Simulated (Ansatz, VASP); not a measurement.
**One calculation of Na2MgScC6N6, two programs**

Contents of INCAR:

```
ALGO = Normal
EDIFF = 1E-6
ENCUT = 520
GGA = PE
ISIF = 2
ISMEAR = 0
ISPIN = 2
LASPH = True
LCHARG = True
LELF = True
LMAXMIX = 4
LORBIT = 11
LREAL = Auto
LVHAR = True
LWAVE = False
MAGMOM = 0 0 0 0 1 1 1 1 1 1 1 1 1 1 1 1
NBANDS = 58
NELM = 150
PREC = Accurate
SIGMA = 0.1
```

The input KPOINTS:

```
k-points
0
Gamma
  4 4 4
```

The input POSCAR:

```
Na2MgScC6N6
1.0
    0.0000000000      5.2670000000      5.2670000000
    5.2670000000      0.0000000000      5.2670000000
    5.2670000000      5.2670000000      0.0000000000
Na Mg Sc C N
2 1 1 6 6
Direct
    0.2500000000      0.2500000000      0.2500000000
    0.7500000000      0.7500000000      0.7500000000
    0.5000000000      0.5000000000      0.5000000000
    0.0000000000      0.0000000000      0.0000000000
    0.8080501200      0.1919498800      0.1919498800
    0.1919498800      0.8080501200      0.1919498800
    0.1919498800      0.1919498800      0.8080501200
    0.1919498800      0.8080501200      0.8080501200
    0.8080501200      0.1919498800      0.8080501200
    0.8080501200      0.8080501200      0.1919498800
    0.6969812000      0.3030188000      0.3030188000
    0.3030188000      0.6969812000      0.3030188000
    0.3030188000      0.3030188000      0.6969812000
    0.3030188000      0.6969812000      0.6969812000
    0.6969812000      0.3030188000      0.6969812000
    0.6969812000      0.6969812000      0.3030188000
```

Input for Ansatz:

```yaml
crystal:
  lattice:
    - [0.0, 5.267, 5.267]
    - [5.267, 0.0, 5.267]
    - [5.267, 5.267, 0.0]
  atoms:
    - { symbol: Na, position: [0.25, 0.25, 0.25] }
    - { symbol: Na, position: [0.75, 0.75, 0.75] }
    - { symbol: Mg, position: [0.5, 0.5, 0.5] }
    - { symbol: Sc, position: [0.0, 0.0, 0.0] }
    - { symbol: C, position: [0.80805012, 0.19194988, 0.19194988], spin: 1.0 }
    - { symbol: C, position: [0.19194988, 0.80805012, 0.19194988], spin: 1.0 }
    - { symbol: C, position: [0.19194988, 0.19194988, 0.80805012], spin: 1.0 }
    - { symbol: C, position: [0.19194988, 0.80805012, 0.80805012], spin: 1.0 }
    - { symbol: C, position: [0.80805012, 0.19194988, 0.80805012], spin: 1.0 }
    - { symbol: C, position: [0.80805012, 0.80805012, 0.19194988], spin: 1.0 }
    - { symbol: "N", position: [0.6969812, 0.3030188, 0.3030188], spin: 1.0 }
    - { symbol: "N", position: [0.3030188, 0.6969812, 0.3030188], spin: 1.0 }
    - { symbol: "N", position: [0.3030188, 0.3030188, 0.6969812], spin: 1.0 }
    - { symbol: "N", position: [0.3030188, 0.6969812, 0.6969812], spin: 1.0 }
    - { symbol: "N", position: [0.6969812, 0.3030188, 0.6969812], spin: 1.0 }
    - { symbol: "N", position: [0.6969812, 0.6969812, 0.3030188], spin: 1.0 }
basis:
  ecutwfc: 420
kpoints:
  mp_grid: { grid: [4, 4, 4] }
hamiltonian:
  xc: pbe
scf:
  occupations: { method: gaussian, width: 0.1 }
  lower_state_search: "off"
output:
  forces: true
  stress: true
  eigenvalues: true
  populations: true
magnetization:
  spin_polarized: true
```

Alike in both runs: task single point; functional PBE; k mesh 4 × 4 × 4; occupations gaussian, width 0.1 eV; collinear spin.

|  | VASP | Ansatz |
| --- | --- | --- |
| version | VASP 6.6.1 | Ansatz 0.2.0 |
| potentials or method | VASP PAW PBE potentials, release 64 (Na_pv, Mg, Sc_sv, C, N), cutoff 520 eV | scalar-relativistic, plane waves, PAW |
| valence electrons in the cell | 81 | 93 |

VASP gave:

- gap on the k mesh at the Fermi level (eV): none
- pressure (GPa): 11.6
- rms of the force components (eV/Å): 0.972
- net moment per atom (μB): 0.00

Task: Estimate Ansatz's values.

Result: gap on the k mesh at the Fermi level (eV): none; pressure (GPa): 11.1; rms of the force components (eV/Å): 1.060; net moment per atom (μB): 0.00.

Atom by atom the forces differ by 0.193 eV/Å (rms over components). A gap of «none» marks a metal or a gap that the smearing closes. The functional is the same, so the differences come from potentials, cutoffs and numerics. VASP's potentials hold 81 valence electrons a cell and Ansatz's 93, so a difference there can come from the potentials and not from the codes. Ansatz's warnings: seeded moment not kept.

Noted on VASP's run: the standard files for N, O and F lose accuracy on very short bonds.
